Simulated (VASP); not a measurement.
# BN (R3m) in VASP: a series of runs, part 2 of 2

VASP 6.6.1. Earlier steps stand in the parts before.

## (4) Single point, PBE+D3(BJ) (strain +0.080 along x and y, +0.080 along z)

INCAR reads:

```
SYSTEM = BN
PREC = Accurate
ENCUT = 520
EDIFF = 1E-6
ISMEAR = 0
SIGMA = 0.05
LREAL = .False.
LASPH = .True.
NELM = 100
ALGO = Normal
ISIF = 2
LWAVE = .False.
LCHARG = .False.
GGA = PE
IVDW = 12
NBANDS = 11
```

KPOINTS reads:

```
regular mesh
0
Gamma
  12 12 12
  0 0 0
```

POSCAR reads:

```
BN
1.0
    1.3533014517      0.7813289574      3.5584752950
   -1.3533014517      0.7813289574      3.5584752950
    0.0000000000     -1.5626579148      3.5584752950
B N
1 1
Direct
    0.9996975446      0.9996975446      0.9996975446
    0.3327354554      0.3327354554      0.3327354554
```

Potentials or basis: VASP PAW PBE potentials, release 64 (B, N).

Launch:

```bash
cat potpaw_PBE.64/B/POTCAR potpaw_PBE.64/N/POTCAR > POTCAR
mpirun -np 1 vasp_std > vasp.out
```

OUTCAR:

```text
SYSTEM = BN
   PREC = Accurate
   ENCUT = 520
   EDIFF = 1E-6
   ISMEAR = 0
   LREAL = .False.
   LASPH = .True.
   NELM = 100
   ISIF = 2
   GGA = PE
   IVDW = 12
 IVDW          = 12

 ion  position               nearest neighbor table
   1  1.000  1.000  1.000-   2 1.56   2 1.56   2 1.56
   2  0.333  0.333  0.333-   1 1.56   1 1.56   1 1.56

  LATTYP: Found a trigonal (rhomboedric) cell.
 ALAT       =     3.8864696299
 COS(alpha) =     0.7575017916

  Lattice vectors:

 A1 = (   1.3533014517,   0.7813289574,   3.5584752950)
 A2 = (  -1.3533014517,   0.7813289574,   3.5584752950)
 A3 = (   0.0000000000,  -1.5626579148,   3.5584752950)

Analysis of symmetry for initial positions (statically):
=====================================================================
 Subroutine PRICEL returns:
 Original cell was already a primitive cell.

 Routine SETGRP: Setting up the symmetry group for a
 trigonal (rhombohedral) supercell.

 Subroutine GETGRP returns: Found  6 space group operations
 (whereof  6 operations were pure point group operations)
 out of a pool of 12 trial point group operations.

The static configuration has the point symmetry C_3v.

Analysis of symmetry for dynamics (positions and initial velocities):
[... 173 lines left out ...]
      5       5.4594      0.00000
      6      10.6460      0.00000
      7      10.6460      0.00000
      8      11.3427      0.00000
      9      11.8024      0.00000
     10      23.1240      0.00000
     11      25.5324      0.00000
[... 309 lines left out ...]
 k-point    24 :      -0.4167    0.1667   -0.0000
  band No.  band energies     occupation
      1     -12.9090      2.00000
      2      -6.8719      2.00000
      3      -4.1042      2.00000
      4       0.5956      2.00000
      5       5.3424      0.00000
      6      10.1489      0.00000
      7      12.8012      0.00000
      8      13.9673      0.00000
      9      16.4796      0.00000
     10      18.0468      0.00000
     11      20.2638      0.00000

 [... further k-points ...]

------------------------ aborting loop because EDIFF is reached ----------------------------------------

 Edisp (eV)   -0.22199

 E8    (eV) :    -0.0646

  FORCE on cell =-STRESS in cart. coord.  units (eV):
  Direction    XX          YY          ZZ          XY          YZ          ZX
  --------------------------------------------------------------------------------------
  -------------------------------------------------------------------------------------
  Total      -7.70483    -7.70483    -0.14733    -0.00000    -0.00000     0.00000
  in kB    -546.80187  -546.80187   -10.45559    -0.00000    -0.00000     0.00000
  external pressure =     -368.02 kB  Pullay stress =        0.00 kB

 VOLUME and BASIS-vectors are now :
 -----------------------------------------------------------------------------
  energy-cutoff  :      520.00
  volume of cell :       22.58
      direct lattice vectors                 reciprocal lattice vectors
     1.353301452  0.781328957  3.558475295     0.369466832  0.213311775  0.093673078
    -1.353301452  0.781328957  3.558475295    -0.369466832  0.213311775  0.093673078
     0.000000000 -1.562657915  3.558475295     0.000000000 -0.426623550  0.093673078

 POSITION                                       TOTAL-FORCE (eV/Angst)
 -----------------------------------------------------------------------------------
      0.00000      0.00000     10.67220         0.000000      0.000000     -0.014519
      0.00000      0.00000      3.55209         0.000000     -0.000000      0.014519
 -----------------------------------------------------------------------------------
    total drift:                               -0.000000     -0.000000     -0.000056

  FREE ENERGIE OF THE ION-ELECTRON SYSTEM (eV)
  ---------------------------------------------------
  free  energy   TOTEN  =       -17.2254228683 eV

  energy  without entropy=      -17.2254228683  energy(sigma->0) =      -17.22542287
```

OSZICAR:

```text
N       E                     dE             d eps       ncg     rms          rms(c)
DAV:   1     0.136172481880E+02    0.13617E+02   -0.43175E+03  4206   0.663E+02
DAV:   2    -0.172209316866E+02   -0.30838E+02   -0.29548E+02  5013   0.146E+02
DAV:   3    -0.182109995393E+02   -0.99007E+00   -0.98813E+00  5105   0.247E+01
DAV:   4    -0.182146307023E+02   -0.36312E-02   -0.36310E-02  4622   0.168E+00
DAV:   5    -0.182146480999E+02   -0.17398E-04   -0.17398E-04  5136   0.103E-01    0.676E+00
DAV:   6    -0.170813973717E+02    0.11333E+01   -0.55878E+00  4790   0.119E+01    0.299E+00
DAV:   7    -0.170264172748E+02    0.54980E-01   -0.12868E-01  4974   0.291E+00    0.191E+00
DAV:   8    -0.170032057313E+02    0.23212E-01   -0.78138E-02  5126   0.170E+00    0.208E-01
DAV:   9    -0.170030016491E+02    0.20408E-03   -0.35748E-03  4614   0.393E-01    0.103E-01
DAV:  10    -0.170034142091E+02   -0.41256E-03   -0.57432E-04  4629   0.172E-01    0.183E-02
DAV:  11    -0.170034347473E+02   -0.20538E-04   -0.38986E-05  5002   0.407E-02    0.168E-02
DAV:  12    -0.170034374912E+02   -0.27439E-05   -0.90953E-06  4545   0.190E-02    0.142E-03
DAV:  13    -0.170034376086E+02   -0.11741E-06   -0.21570E-07  3688   0.431E-03
   1 F= -.17225423E+02 E0= -.17225423E+02  d E =-.972274E-13
```

It took 57 s on 1 thread of Intel Xeon 6975P-C, shared host; peak memory 0.2 GiB.

Results:

```
Free energy                : -17.2254 eV
Pressure                   : -36.8 GPa
Largest force              : 0.015 eV/Å
Band gap on the k mesh     : 3.89 eV, indirect (least direct gap 4.09 eV)
Dispersion energy per atom : -0.111 eV
```

Forces in eV/Å, atoms in the order of the input:
```
B    0.000  0.000 -0.015
N    0.000  0.000  0.015
```

Stress tensor (GPa, compression positive):
```
-54.68   0.00   0.00
  0.00 -54.68   0.00
  0.00   0.00  -1.05
```

Levels at points of the mesh, in eV from the valence-band top:
```tsv
k point	band 1	band 2	band 3	band 4	band 5	band 6	band 7	band 8
(0.00, 0.00, 0.00)	-16.42	-3.28	-1.51	-1.51	4.62	9.81	9.81	10.51
(0.50, 0.00, 0.00)	-13.93	-8.03	-3.73	-0.46	4.65	7.62	11.73	13.67
(0.50, 0.50, 0.00)	-13.88	-7.93	-3.77	-0.92	3.89	7.57	12.72	15.35
(0.50, 0.50, 0.50)	-16.24	-4.88	-1.52	-1.52	8.29	8.69	9.75	9.75
```

Caveat: the cell differs from its parent crystal (strain +0.080 along x and y, +0.080 along z). A k mesh can miss the band edges.

## (5) Single point, PBE+D3(BJ) (strain -0.080 along x and y, -0.080 along z)

INCAR reads:

```
SYSTEM = BN
  PREC = Accurate
  ENCUT = 520
  EDIFF = 1E-6
  ISMEAR = 0
  SIGMA = 0.05
  LREAL = .FALSE.
  LASPH = .TRUE.
  NELM = 100
  ALGO = Normal
  ISIF = 2
  LWAVE = .FALSE.
  LCHARG = .TRUE.
  GGA = PE
  IVDW = 12
  LELF = .TRUE.
  LVHAR = .TRUE.
  NBANDS = 11
```

KPOINTS reads:

```
regular mesh
0
G
  12 12 12
  0 0 0
```

POSCAR reads:

```
BN
1.0
    1.1528123477      0.6655765193      3.0312937698
   -1.1528123477      0.6655765193      3.0312937698
    0.0000000000     -1.3311530386      3.0312937698
B N
1 1
Direct
    0.9996975446      0.9996975446      0.9996975446
    0.3327354554      0.3327354554      0.3327354554
```

Potentials or basis: VASP PAW PBE potentials, release 64 (B, N).

Launch:

```bash
cat potpaw_PBE.64/B/POTCAR potpaw_PBE.64/N/POTCAR > POTCAR
mpirun -np 1 vasp_std > vasp.out
```

OUTCAR:

```text
SYSTEM = BN
   PREC = Accurate
   ENCUT = 520
   EDIFF = 1E-6
   ISMEAR = 0
   LREAL = .FALSE.
   LASPH = .TRUE.
   NELM = 100
   ISIF = 2
   GGA = PE
   IVDW = 12
 IVDW          = 12

 ion  position               nearest neighbor table
   1  1.000  1.000  1.000-   2 1.33   2 1.33   2 1.33
   2  0.333  0.333  0.333-   1 1.33   1 1.33   1 1.33

  LATTYP: Found a trigonal (rhomboedric) cell.
 ALAT       =     3.3106963514
 COS(alpha) =     0.7575017916

  Lattice vectors:

 A1 = (   1.1528123477,   0.6655765193,   3.0312937698)
 A2 = (  -1.1528123477,   0.6655765193,   3.0312937698)
 A3 = (   0.0000000000,  -1.3311530386,   3.0312937698)

Analysis of symmetry for initial positions (statically):
=====================================================================
 Subroutine PRICEL returns:
 Original cell was already a primitive cell.

 Routine SETGRP: Setting up the symmetry group for a
 trigonal (rhombohedral) supercell.

 Subroutine GETGRP returns: Found  6 space group operations
 (whereof  6 operations were pure point group operations)
 out of a pool of 12 trial point group operations.

The static configuration has the point symmetry C_3v.

Analysis of symmetry for dynamics (positions and initial velocities):
=====================================================================
 Subroutine PRICEL returns:
 Original cell was already a primitive cell.

 Routine SETGRP: Setting up the symmetry group for a
 trigonal (rhombohedral) supercell.

 Subroutine GETGRP returns: Found  6 space group operations
 (whereof  6 operations were pure point group operations)
 out of a pool of 12 trial point group operations.

The dynamic configuration has the point symmetry C_3v.

 Subroutine INISYM returns: Found  6 space group operations
 (whereof  6 operations are pure point group operations),
 and found     1 'primitive' translations

----------------------------------------------------------------------------------------

                                     Primitive cell

  volume of cell :      13.9552

  direct lattice vectors                    reciprocal lattice vectors
[... 117 lines left out ...]
   LRPA    =     F    only Hartree local field effects (RPA)
 non-spin polarized calculation
 Gauss-broadening in eV      SIGMA  =   0.05
  energy-cutoff  :      520.00
  volume of cell :       13.96
 maximum number of plane-waves:       395
 NGX is ok and might be reduce to    28
   NGX = 13   NGY = 13   NGZ = 13

 number of electron       8.0000000 magnetization

 Free energy of the ion-electron system (eV)
  ---------------------------------------------------
  ext. energy  EPLUGINS =         0.00000000
  ---------------------------------------------------
  free energy    TOTEN  =       -16.51452475 eV

  energy without entropy =      -16.51452475  energy(sigma->0) =      -16.51452475

 E-fermi :   4.4433     XC(G=0): -11.2362

 val. band max:        4.2277700075   @ k =  -0.3333   0.2500  -0.0000
 cond. band min:       8.6728056880   @ k =   0.5000   0.5000  -0.0000
 fundamental gap:      4.4450356805
 Fermi energy:         4.4432649688

 k-point     1 :       0.0000    0.0000    0.0000
  band No.  band energies     occupation
      1     -15.2206      2.00000
      2      -0.7720      2.00000
      3       3.3364      2.00000
      4       3.3364      2.00000
      5      10.0225      0.00000
      6      18.1235      0.00000
      7      18.1235      0.00000
      8      20.7371      0.00000
      9      24.1307      0.00000
     10      34.9848      0.00000
     11      37.0421      0.00000
[... 309 lines left out ...]
 k-point    24 :      -0.4167    0.1667    0.0000
  band No.  band energies     occupation
      1     -10.8054      2.00000
      2      -5.4933      2.00000
      3      -1.5780      2.00000
      4       3.8641      2.00000
      5      10.1471      0.00000
      6      17.7581      0.00000
      7      19.9228      0.00000
      8      20.8314      0.00000
      9      24.6783      0.00000
     10      30.5255      0.00000
     11      32.4669      0.00000

 [... further k-points ...]

------------------------ aborting loop because EDIFF is reached ----------------------------------------

 Edisp (eV)   -0.35100

 E8    (eV) :    -0.1035

  FORCE on cell =-STRESS in cart. coord.  units (eV):
  Direction    XX          YY          ZZ          XY          YZ          ZX
  --------------------------------------------------------------------------------------
  -------------------------------------------------------------------------------------
  Total      12.27534    12.27534     0.32576     0.00000    -0.00000    -0.00000
  in kB    1409.31552  1409.31552    37.39984     0.00000    -0.00000    -0.00000
  external pressure =      952.01 kB  Pullay stress =        0.00 kB

 VOLUME and BASIS-vectors are now :
 -----------------------------------------------------------------------------
  energy-cutoff  :      520.00
  volume of cell :       13.96
      direct lattice vectors                 reciprocal lattice vectors
     1.152812348  0.665576519  3.031293770     0.433721933  0.250409475  0.109964048
    -1.152812348  0.665576519  3.031293770    -0.433721933  0.250409475  0.109964048
     0.000000000 -1.331153039  3.031293770     0.000000000 -0.500818950  0.109964048

 POSITION                                       TOTAL-FORCE (eV/Angst)
 -----------------------------------------------------------------------------------
      0.00000      0.00000      9.09113         0.000000      0.000000      0.030613
      0.00000      0.00000      3.02586         0.000000      0.000000     -0.030613
 -----------------------------------------------------------------------------------
    total drift:                                0.000000      0.000000      0.000068

  FREE ENERGIE OF THE ION-ELECTRON SYSTEM (eV)
  ---------------------------------------------------
  free  energy   TOTEN  =       -16.8655245815 eV

  energy  without entropy=      -16.8655245815  energy(sigma->0) =      -16.86552458
```

OSZICAR:

```text
N       E                     dE             d eps       ncg     rms          rms(c)
DAV:   1     0.143509798637E+02    0.14351E+02   -0.50193E+03  4241   0.712E+02
DAV:   2    -0.186823839637E+02   -0.33033E+02   -0.32155E+02  4876   0.178E+02
DAV:   3    -0.193041824532E+02   -0.62180E+00   -0.62091E+00  5009   0.215E+01
DAV:   4    -0.193055998453E+02   -0.14174E-02   -0.14174E-02  4583   0.114E+00
DAV:   5    -0.193056043289E+02   -0.44836E-05   -0.44836E-05  4986   0.576E-02    0.981E+00
DAV:   6    -0.169009650522E+02    0.24046E+01   -0.54708E+00  4645   0.143E+01    0.467E+00
DAV:   7    -0.165588767787E+02    0.34209E+00   -0.64494E-01  4886   0.558E+00    0.265E+00
DAV:   8    -0.165135453466E+02    0.45331E-01   -0.13372E-01  4956   0.243E+00    0.413E-01
DAV:   9    -0.165141848294E+02   -0.63948E-03   -0.23026E-03  4614   0.454E-01    0.181E-01
DAV:  10    -0.165145050460E+02   -0.32022E-03   -0.43762E-04  4626   0.152E-01    0.256E-02
DAV:  11    -0.165145251753E+02   -0.20129E-04   -0.33342E-05  4943   0.436E-02    0.219E-02
DAV:  12    -0.165145247535E+02    0.42183E-06   -0.48446E-06  4728   0.157E-02
   1 F= -.16865525E+02 E0= -.16865525E+02  d E =-.172949E-11
```

stdout:

```text
POSCAR found type information on POSCAR B N
 POSCAR found :  2 types and       2 ions
 scaLAPACK will be used
 LDA part: xc-table for (Slater+PW92), standard interpolation
 POSCAR, INCAR and KPOINTS ok, starting setup
 FFT: planning ... GRIDC
 FFT: planning ... GRID_SOFT
 FFT: planning ... GRID
 WAVECAR not read
 entering main loop
```

It took 21 s on 1 thread of Intel Xeon 6975P-C (Granite Rapids), shared host; peak memory 0.17 GiB.

What came out:

```yaml
Free_energy: -16.8655 eV
Pressure: 95.2 GPa
Largest_force: 0.031 eV/Å
Band_gap_on_the_k_mesh: 4.45 eV, indirect (least direct gap 5.32 eV)
Dispersion_energy_per_atom: -0.175 eV
```

Forces in eV/Å, atoms in the order of the input:
```
B    0.000  0.000  0.031
N    0.000  0.000 -0.031
```

Levels at points of the mesh, in eV from the valence-band top:
```csv
k point,band 1,band 2,band 3,band 4,band 5,band 6,band 7,band 8
"(0.00, 0.00, 0.00)",-19.45,-5.00,-0.89,-0.89,5.79,13.90,13.90,16.51
"(0.50, 0.00, 0.00)",-15.40,-9.98,-4.40,-0.68,5.98,12.63,15.05,17.22
"(0.50, 0.50, 0.00)",-15.25,-9.76,-4.50,-1.62,4.45,12.61,16.59,20.81
"(0.50, 0.50, 0.50)",-18.92,-7.99,-0.92,-0.92,12.41,13.77,13.77,17.34
```

Caveat: the cell differs from its parent crystal (strain -0.080 along x and y, -0.080 along z).

## (6) Overview

| cell | gap on the mesh (eV) | pressure (GPa) | largest force (eV/Å) |
| --- | --- | --- | --- |
| a = 3.647 Å, angles 43.6°, 2 atoms | 3.72 | -39.4 | 0.02 |
| a = 3.766 Å, angles 42.1°, 2 atoms | 3.83 | -38.1 | - |
| a = 3.886 Å, angles 40.8°, 2 atoms | 3.89 | -36.8 | 0.01 |
| a = 3.311 Å, angles 40.8°, 2 atoms | 4.45 | 95.2 | 0.03 |

Alike in all rows: task single point; level PBE+D3(BJ); potentials or basis VASP PAW PBE potentials, release 64 (B, N); no spin polarisation; k mesh 12 × 12 × 12; cutoff (eV) 520; smearing gaussian 0.05 eV.

Total energies depend on the potentials used, so only differences within one code and one set of settings carry meaning.
